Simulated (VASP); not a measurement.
Al8H: single point with PBE

Slab: Al8H, a slab with vacuum.

```
CELL_PARAMETERS angstrom
5.71352 0.00000 0.00000
0.00000 8.08013 0.00000
0.00000 0.00000 22.24328
ATOMIC_POSITIONS crystal
Al 0.25000 0.25000 0.17983
Al 0.25000 0.75000 0.17983
Al 0.75000 0.25000 0.17983
Al 0.75000 0.75000 0.17983
Al 0.00000 0.00000 0.24405
Al 0.00000 0.50000 0.24405
Al 0.50000 0.00000 0.24405
Al 0.50000 0.50000 0.24405
Al 0.25000 0.25000 0.31026
Al 0.25000 0.75000 0.31026
Al 0.75000 0.25000 0.31026
Al 0.75000 0.75000 0.31026
Al 0.00000 0.00000 0.37060
Al 0.00000 0.50000 0.37060
Al 0.50000 0.00000 0.37060
Al 0.50000 0.50000 0.37060
H 0.25000 0.19313 0.43399
H 0.25000 0.30687 0.43399
```

| Quantity | Value |
| --- | --- |
| Program | VASP 6.6.1 |
| Task | single point |
| Functional | PBE |
| Potentials or basis | VASP PAW PBE potentials, release 64 (Al, H) |
| Cutoff | 520 eV |
| k mesh | 5 × 4 × 1 |
| Occupations | gaussian, width 0.1 eV |
| Spin | no spin polarisation |
| Dipole correction | yes |
| Further INCAR settings | LREAL = Auto; ALGO = Normal; EDIFF = 1e-06; NBANDS = 40 |

| Item | Value |
| --- | --- |
| Largest force | 2.359 eV/Å |
| Band gap on the k mesh | zero (band 25 reaches -0.55 eV, above the bottom of band 26 at -1.10 eV) |

Forces on the atoms (eV/Å):
```
Al   0.000  0.000  0.225
Al   0.000  0.000  0.174
Al   0.000  0.000  0.174
Al   0.000  0.000  0.164
Al  -0.014 -0.020 -0.232
Al  -0.014  0.020 -0.232
Al   0.014 -0.020 -0.232
Al   0.014  0.020 -0.232
Al   0.000  0.000 -0.297
Al   0.000  0.000  0.007
Al   0.000  0.000  0.035
Al   0.000  0.000 -0.024
Al  -0.065 -0.097 -0.015
Al  -0.065  0.097 -0.015
Al   0.065 -0.097 -0.015
Al   0.065  0.097 -0.015
H    0.000  2.344  0.266
H    0.000 -2.344  0.266
```

Levels at points of the mesh, in eV from the Fermi level:
| k point | band 22 | band 23 | band 24 | band 25 | band 26 | band 27 | band 28 | band 29 |
| --- | --- | --- | --- | --- | --- | --- | --- | --- |
| (0.00, 0.00, 0.00) | -1.27 | -0.77 | -0.76 | -0.49 | -0.21 | -0.05 | 0.14 | 1.04 |
| (0.00, 0.50, 0.00) | -0.95 | -0.95 | -0.89 | -0.82 | 0.15 | 0.15 | 0.24 | 0.28 |

It took 5.8 min on 1 thread of Intel(R) Xeon(R) 6975P-C (Granite Rapids), with other jobs on the host, peak memory 0.9 GiB.
